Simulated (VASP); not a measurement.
# P (Cmce) in VASP: single point with r2SCAN

Aim: the single point of P with r2SCAN.

Everything below comes from runs of VASP 6.6.1. Logs are shortened: lines on timing, memory, paths and dates and some standing lists are left out, and cuts for length are marked.

## 1. The cell of the first run

The structure is orthorhombic, space group Cmce (No. 64). Conventional cell: a = 3.308 Å, b = 10.997 Å, c = 4.547 Å, α = 90.00°, β = 90.00°, γ = 90.00°. Within 2.9 Å of P (site symmetry m) lie 3 P at 2.21 to 2.25 Å.

## 2. Single point, r2SCAN

Input file POSCAR:

```
P
1.0
    1.6538346428     -5.4984065692      0.0000000000
    1.6538346428      5.4984065692      0.0000000000
    0.0000000000      0.0000000000      4.5468945475
P
4
Direct
    0.0955109131      0.9044890869      0.9118095336
    0.5955109131      0.4044890869      0.5881904664
    0.9044890869      0.0955109131      0.0881904664
    0.4044890869      0.5955109131      0.4118095336
```

Input file INCAR.step1:

```
ALGO = Normal ; EDIFF = 1E-4
ENCUT = 520 ; GGA = PE
ISMEAR = -1 ; LASPH = True
LCHARG = False ; LREAL = False
LWAVE = True ; NBANDS = 18
NELM = 100 ; PREC = Accurate
SIGMA = 0.1
```

Input file INCAR.step2:

```
ALGO = Normal ; EDIFF = 1E-6
ENCUT = 520 ; ISIF = 2
ISMEAR = -1 ; ISTART = 1
LASPH = True ; LCHARG = False
LMIXTAU = True ; LREAL = False
LWAVE = False ; METAGGA = R2SCAN
NBANDS = 18 ; NELM = 100
PREC = Accurate ; SIGMA = 0.1
```

Input file KPOINTS:

```
k-points
0
Gamma
  5 5 4
```

Potentials or basis: VASP PAW PBE potentials, release 64 (P).

The run is started by

```
> cat potpaw_PBE.64/P/POTCAR > POTCAR
> cp INCAR.step1 INCAR
> mpirun -np 1 vasp_std > vasp.out
> cp INCAR.step2 INCAR
> mpirun -np 1 vasp_std > vasp.out
```

OUTCAR:

```text
EDIFF = 1E-6
   ENCUT = 520
   ISIF = 2
   ISMEAR = -1
   ISTART = 1
   LASPH = True
   LREAL = False
   METAGGA = R2SCAN
   NELM = 100
   PREC = Accurate

 ion  position               nearest neighbor table
   1  0.096  0.904  0.912-   2 2.21   2 2.21   3 2.25
   2  0.596  0.404  0.588-   1 2.21   1 2.21   4 2.25
   3  0.904  0.096  0.088-   4 2.21   4 2.21   1 2.25
   4  0.404  0.596  0.412-   3 2.21   3 2.21   2 2.25

  LATTYP: Found a base centered orthorhombic cell.
 ALAT       =     3.3076692856
 B/A-ratio  =     3.3246410656
 C/A-ratio  =     1.3746521054

  Lattice vectors:

 A1 = (   1.6538346428,  -5.4984065692,   0.0000000000)
 A2 = (   1.6538346428,   5.4984065692,   0.0000000000)
 A3 = (   0.0000000000,   0.0000000000,   4.5468945475)

Analysis of symmetry for initial positions (statically):
=====================================================================
 Subroutine PRICEL returns:
 Original cell was already a primitive cell.

 Routine SETGRP: Setting up the symmetry group for a
 base centered orthorhombic supercell.

 Subroutine GETGRP returns: Found  8 space group operations
 (whereof  4 operations were pure point group operations)
 out of a pool of  8 trial point group operations.

The static configuration has the point symmetry C_2h.
 The point group associated with its full space group is D_2h.

Analysis of symmetry for dynamics (positions and initial velocities):
=====================================================================
 Subroutine PRICEL returns:
 Original cell was already a primitive cell.

 Routine SETGRP: Setting up the symmetry group for a
 base centered orthorhombic supercell.

 Subroutine GETGRP returns: Found  8 space group operations
 (whereof  4 operations were pure point group operations)
 out of a pool of  8 trial point group operations.

The dynamic configuration has the point symmetry C_2h.
 The point group associated with its full space group is D_2h.

 Subroutine INISYM returns: Found  8 space group operations
 (whereof  4 operations are pure point group operations),
 and found     1 'primitive' translations

----------------------------------------------------------------------------------------

                                     Primitive cell

  volume of cell :      82.6940

  direct lattice vectors                    reciprocal lattice vectors
     1.653834643 -5.498406569  0.000000000     0.302327686 -0.090935436  0.000000000
     1.653834643  5.498406569  0.000000000     0.302327686  0.090935436  0.000000000
     0.000000000  0.000000000  4.546894547     0.000000000  0.000000000  0.219930326

  length of vectors
     5.741745712  5.741745712  4.546894547     0.315707591  0.315707591  0.219930326

  position of ions in fractional coordinates (direct lattice)
     0.095510913  0.904489087  0.911809534
     0.595510913  0.404489087  0.588190466
     0.904489087  0.095510913  0.088190466
     0.404489087  0.595510913  0.411809534

  ion indices of the primitive-cell ions
   primitive index   ion index
                 1           1
                 2           2
                 3           3
                 4           4

----------------------------------------------------------------------------------------

 KPOINTS: k-points

Automatic generation of k-mesh.
 Grid dimensions read from file:
 generate k-points for:    5    5    4

 Generating k-lattice:

  Cartesian coordinates                     Fractional coordinates (reciprocal lattice)
     0.060465537 -0.018187087  0.000000000     0.200000000  0.000000000  0.000000000
     0.060465537  0.018187087  0.000000000     0.000000000  0.200000000  0.000000000
     0.000000000  0.000000000  0.054982581     0.000000000  0.000000000  0.250000000

  Length of vectors
     0.063141518  0.063141518  0.054982581

  Shift w.r.t. Gamma in fractional coordinates (k-lattice)
     0.000000000  0.000000000  0.000000000

 Subroutine IBZKPT returns following result:
 ===========================================

 Found     27 irreducible k-points:

 Following reciprocal coordinates:
            Coordinates               Weight
  0.000000  0.000000  0.000000      1.000000
  0.200000 -0.000000  0.000000      4.000000
  0.400000 -0.000000  0.000000      4.000000
  0.200000  0.200000  0.000000      2.000000
  0.400000  0.200000  0.000000      4.000000
 -0.400000  0.200000  0.000000      4.000000
[... 16 lines left out ...]
  0.400000  0.200000  0.500000      4.000000
 -0.400000  0.200000  0.500000      4.000000
 [... further k-points ...]
   k-points           NKPTS =     27   k-points in BZ     NKDIM =     27   number of bands    NBANDS=     18
   number of dos      NEDOS =    301   number of ions     NIONS =      4
   total plane-waves  NPLWV =  82944
   dimension x,y,z NGX =    48 NGY =   48 NGZ =   36
   dimension x,y,z NGXF=    96 NGYF=   96 NGZF=   72
   ions per type =               4
   NGX,Y,Z   is equivalent  to a cutoff of  13.90, 13.90, 13.16 a.u.
   NGXF,Y,Z  is equivalent  to a cutoff of  27.80, 27.80, 26.33 a.u.
 SYSTEM =  unknown system
   PREC   = accura    normal or accurate (medium, high low for compatibility)
   ISTART =      1    job   : 0-new  1-cont  2-samecut
   ICHARG =      0    charge: 1-file 2-atom 10-const
   ISPIN  =      1    spin polarized calculation?
   LNONCOLLINEAR =      F non collinear calculations
   LSORBIT =      F    spin-orbit coupling
   LASPH  =      T    aspherical Exc in radial PAW
   ENCUT  =  520.0 eV  38.22 Ry    6.18 a.u.  10.68 10.68  8.45*2*pi/ulx,y,z
   NELM   =    100;   NELMIN=  2; NELMDL=  0     # of ELM steps
   EDIFF  = 0.1E-05   stopping-criterion for ELM
   LREAL  =      F    real-space projection
   EDIFFG = 0.1E-04   stopping-criterion for IOM
   NSW    =      0    number of steps for IOM
   IBRION =     -1    ionic relax: 0-MD 1-quasi-New 2-CG
   NFREE  =      0    steps in history (QN), initial steepest desc. (CG)
   ISIF   =      2    stress and relaxation
   ISYM   =      2    0-nonsym 1-usesym 2-fastsym
   POTIM  = 0.5000    time-step for ionic-motion
   TEBEG  =    0.0;   TEEND  =   0.0 temperature during run
   PSTRESS=    0.0 pullay stress
   NELECT =      20.0000    total number of electrons
   NUPDOWN=      -1.0000    fix difference up-down
   EMIN   =  10.00;   EMAX   =-10.00  energy-range for DOS
   EFERMI =   0.00;   METHOD = LEGACY
   ISMEAR =    -1;   SIGMA  =   0.10  broadening in eV -4-tet -1-fermi 0-gaus
   EFERMI_NEDOS =   21; number of points for ismear=-14 and -15
   IALGO  =     38    algorithm
   IMIX   =      4    mixing-type and parameters
     AMIX     =   0.40;   BMIX     =  1.00
     AMIX_MAG =   1.60;   BMIX_MAG =  1.00
  volume/ion in A,a.u.               =      20.67       139.51
  Fermi-wavevector in a.u.,A,eV,Ry     =   1.019984  1.927491 14.155070  1.040368
  Thomas-Fermi vector in A             =   2.153529
   LORBIT       =      0    0 simple, 1 ext, 2 COOP (PROOUT), +10 PAW based schemes
   METAGGA = R2SCAN    functional components
   LHFCALC =     F    Hartree Fock is set to
   AEXX    =    0.0000 exact exchange contribution
   IVDW    =     0    specifies the selected vdW correction
   LEPSILON=     F    determine dielectric tensor
   LRPA    =     F    only Hartree local field effects (RPA)
 non-spin polarized calculation
  energy-cutoff  :      520.00
  volume of cell :       82.69
 maximum number of plane-waves:      2251
 NGX is ok and might be reduce to    48
   NGX = 21   NGY = 21   NGZ = 17

 number of electron      20.0000001 magnetization

 Free energy of the ion-electron system (eV)
  ---------------------------------------------------
  ext. energy  EPLUGINS =         0.00000000
  ---------------------------------------------------
  free energy    TOTEN  =       -35.88948861 eV

  energy without entropy =      -35.88738078  energy(sigma->0) =      -35.88843470

 E-fermi :   5.8150     XC(G=0):  -9.8131

 val. band max:        5.5303733919   @ k =  -0.4000   0.4000   0.0000
 cond. band min:       6.1462492552   @ k =  -0.4000   0.4000   0.0000
 fundamental gap:      0.6158758634
 Fermi energy:         5.8149987984

 k-point     1 :       0.0000    0.0000    0.0000
  band No.  band energies     occupation
      1     -10.8531      2.00000
      2      -7.9764      2.00000
      3      -4.5634      2.00000
      4      -1.3551      2.00000
      5       0.5664      2.00000
      6       0.6116      2.00000
[... 10 lines left out ...]
     17      13.0171      0.00000
     18      13.4431      0.00000

 k-point     2 :       0.2000   -0.0000    0.0000
  band No.  band energies     occupation
      1     -10.3444      2.00000
      2      -7.4855      2.00000
      3      -4.9075      2.00000
      4      -0.9261      2.00000
      5      -0.6799      2.00000
      6      -0.2413      2.00000
[... 10 lines left out ...]
     17      10.8834      0.00000
     18      12.8841      0.00000

 k-point     3 :       0.4000   -0.0000    0.0000
  band No.  band energies     occupation
      1      -8.8706      2.00000
      2      -6.6946      2.00000
      3      -6.0199      2.00000
      4      -3.6304      2.00000
      5      -0.5439      2.00000
      6      -0.0915      2.00000
[... 10 lines left out ...]
     17      12.4897      0.00000
     18      12.7326      0.00000

 k-point     4 :       0.2000    0.2000    0.0000
  band No.  band energies     occupation
      1      -8.9081      2.00000
      2      -6.6661      2.00000
      3      -5.9175      2.00000
      4      -3.7199      2.00000
      5      -0.5422      2.00000
      6      -0.1929      2.00000
[... 375 lines left out ...]
      4      -4.7499      2.00000
      5      -0.5647      2.00000
      6      -0.5647      2.00000
[... 10 lines left out ...]
     17      12.4730      0.00000
     18      12.4730      0.00000

 k-point    23 :       0.4000    0.2000    0.5000
  band No.  band energies     occupation
      1      -7.8469      2.00000
      2      -7.8469      2.00000
      3      -4.8322      2.00000
      4      -4.8322      2.00000
      5      -0.9713      2.00000
      6      -0.9713      2.00000
[... 10 lines left out ...]
     17      12.3483      0.00000
     18      12.3483      0.00000

 k-point    24 :      -0.4000    0.2000    0.5000
  band No.  band energies     occupation
      1      -9.1075      2.00000
      2      -9.1075      2.00000
      3      -3.7503      2.00000
      4      -3.7503      2.00000
      5      -0.2150      2.00000
      6      -0.2150      2.00000
[... 10 lines left out ...]
     17      12.0236      0.00000
     18      12.0236      0.00000

 [... further k-points ...]
[... 5 lines left out ...]
  --------------------------------------------------------------------------------------
  -------------------------------------------------------------------------------------
  Total       -0.1671006     -0.2704790     -0.4693333      0.0000000      0.0000000      0.0000000
  in kB       -3.2375366     -5.2404710     -9.0932292      0.0000000      0.0000000      0.0000000
  external PRESSURE =      -5.8570789 kB  Pullay stress =       0.0000000 kB

 VOLUME and BASIS-vectors are now :
 -----------------------------------------------------------------------------
  energy-cutoff  :      520.00
  volume of cell :       82.69
      direct lattice vectors                 reciprocal lattice vectors
     1.653834643 -5.498406569  0.000000000     0.302327686 -0.090935436  0.000000000
     1.653834643  5.498406569  0.000000000     0.302327686  0.090935436  0.000000000
     0.000000000  0.000000000  4.546894547     0.000000000  0.000000000  0.219930326

 POSITION                                       TOTAL-FORCE (eV/Angst)
 -----------------------------------------------------------------------------------
      1.65383      4.44809      4.14590         0.000000      0.060840     -0.084606
      1.65383     -1.05032      2.67444         0.000000      0.060840      0.084606
      1.65383     -4.44809      0.40099         0.000000     -0.060840      0.084606
      1.65383      1.05032      1.87245         0.000000     -0.060840     -0.084606
 -----------------------------------------------------------------------------------
    total drift:                                0.000000      0.000000      0.000000

  FREE ENERGIE OF THE ION-ELECTRON SYSTEM (eV)
  ---------------------------------------------------
  free  energy   TOTEN  =       -35.8894886125 eV

  energy  without entropy=      -35.8873807838  energy(sigma->0) =      -35.88843470
```

Wall time 6.5 min (1 thread of AMD EPYC 7R13, shared host); peak memory 0.26 GiB.

Results:

| Quantity | Value |
| --- | --- |
| Free energy | -35.8895 eV |
| Pressure | -0.6 GPa |
| Largest force | 0.104 eV/Å |
| Band gap on the k mesh | 0.62 eV, direct |

Forces on the atoms (eV/Å):
```
P    0.000  0.061 -0.085
P    0.000  0.061  0.085
P    0.000 -0.061  0.085
P    0.000 -0.061 -0.085
```

Levels at points of the mesh, in eV from the valence-band top:
| k point | band 8 | band 9 | band 10 | band 11 | band 12 | band 13 |
| --- | --- | --- | --- | --- | --- | --- |
| (0.00, 0.00, 0.00) | -2.72 | -2.58 | -1.10 | 0.90 | 1.42 | 2.30 |
| (0.00, 0.00, 0.50) | -3.33 | -1.59 | -1.59 | 1.84 | 1.84 | 3.21 |

Caveat: the PAW data sets were made with another functional, which shifts forces and pressure a little. A k mesh can miss the band edges.
